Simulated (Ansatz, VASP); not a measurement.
## ZnS in VASP and in Ansatz

```xyz
4
Lattice="3.8110 0.0000 0.0000 -1.9055 3.3004 0.0000 0.0000 0.0000 6.2340" Properties=species:S:1:pos:R:3 pbc="T T T"
Zn    1.9055    1.1001    3.1170
Zn    0.0000    2.2003    0.0000
S     1.9055    1.1001    5.5171
S     0.0000    2.2003    2.4001
```

Alike in both runs: task band structure; functional PBE; k mesh 8 × 8 × 5; occupations fermi-dirac, width 0.05 eV; no spin polarisation.

```csv
,VASP,Ansatz
version,VASP 6.6.1,Ansatz 0.2.0
potentials or method,"VASP PAW PBE potentials, release 64 (Zn_sv_GW, S_GW)",Ansatz PAW
plane-wave cutoff (eV),600,420
valence electrons in the cell,52,36
```

VASP gave:

* gap on the k mesh at the Fermi level (eV): 2.25
* least direct gap on the mesh (eV): 2.25
* gap along the band path (eV): 2.25
* pressure (GPa): 1.4
* traceless stress, the component that is largest in VASP (GPa): -1.36
* rms of the force components (eV/Å): 0.185

Problem. What did Ansatz give for the same quantities?

Solution. gap on the k mesh at the Fermi level (eV): 2.25; least direct gap on the mesh (eV): 2.25; gap along the band path (eV): 2.25; pressure (GPa): 2.3; traceless stress, the component that is largest in VASP (GPa): -1.35; rms of the force components (eV/Å): 0.184.

Atom by atom the forces differ by 0.001 eV/Å (rms over components). The functional is the same, so the differences come from potentials, cutoffs and numerics. VASP's potentials hold 52 valence electrons a cell and Ansatz's 36, so a difference there can come from the potentials and not from the codes.
